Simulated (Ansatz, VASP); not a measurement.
**Two plane-wave programs on SnO2**

INCAR

```
PREC = Accurate ; ENCUT = 520
EDIFF = 1E-7 ; ISMEAR = 0
SIGMA = 0.01 ; LREAL = F
LASPH = T ; NELM = 100
ALGO = Normal ; ISIF = 2
LWAVE = F ; LCHARG = F
GGA = PE ; NBANDS = 35
```

File KPOINTS:

```
regular mesh
0
Gamma
  6 6 8
```

Contents of POSCAR:

```
SnO2
1.0
    4.7605736665      0.0000000000      0.0000000000
    0.0000000000      4.7605736665      0.0000000000
    0.0000000000      0.0000000000      3.2000803270
Sn O
2 4
Direct
    0.0000000000      0.0000000000      0.0000000000
    0.5000000000      0.5000000000      0.5000000000
    0.3058781130      0.3058781130      0.0000000000
    0.1941218870      0.8058781130      0.5000000000
    0.8058781130      0.1941218870      0.5000000000
    0.6941218870      0.6941218870      0.0000000000
```

Input for Ansatz:

```yaml
crystal:
  lattice:
    - [4.7605736665, 0.0, 0.0]
    - [0.0, 4.7605736665, 0.0]
    - [0.0, 0.0, 3.200080327]
  atoms:
    - { symbol: Sn, position: [0.0, 0.0, 0.0] }
    - { symbol: Sn, position: [0.5, 0.5, 0.5] }
    - { symbol: O, position: [0.305878113, 0.305878113, 0.0] }
    - { symbol: O, position: [0.194121887, 0.805878113, 0.5] }
    - { symbol: O, position: [0.805878113, 0.194121887, 0.5] }
    - { symbol: O, position: [0.694121887, 0.694121887, 0.0] }
kpoints:
  mp_grid: { grid: [6, 6, 8] }
  band_path:
    path:
      - [0.0, 0.0, 0.0]
      - [0.0, 0.5, 0.0]
      - [0.5, 0.5, 0.0]
      - [0.0, 0.0, 0.5]
      - [0.0, 0.5, 0.5]
      - [0.5, 0.5, 0.5]
    npoints: 1
hamiltonian:
  xc: pbe
scf:
  occupations: { method: fixed }
  n_extra_bands: 5
output:
  forces: true
  stress: true
  eigenvalues: true
```

Alike in both runs: task single point; functional PBE; k mesh 6 × 6 × 8; no spin polarisation.

```csv
,VASP,Ansatz
version,VASP 6.6.1,Ansatz 0.2.0
potentials or method,"VASP PAW PBE potentials, release 64 (Sn_d, O)","plane waves, PAW"
plane-wave cutoff (eV),520,420
occupations,"gaussian, width 0.01 eV",fixed
valence electrons in the cell,52,52
```

VASP gave:

```
gap on the k mesh at the Fermi level (eV)                     : 1.09
pressure (GPa)                                                : 8.4
traceless stress, the component that is largest in VASP (GPa) : 1.33
rms of the force components (eV/Å)                            : 0.022
```

Question: Estimate Ansatz's values.

Answer: gap on the k mesh at the Fermi level (eV): 1.10; pressure (GPa): 7.7; traceless stress, the component that is largest in VASP (GPa): 1.12; rms of the force components (eV/Å): 0.014.

Atom by atom the forces differ by 0.008 eV/Å (rms over components).
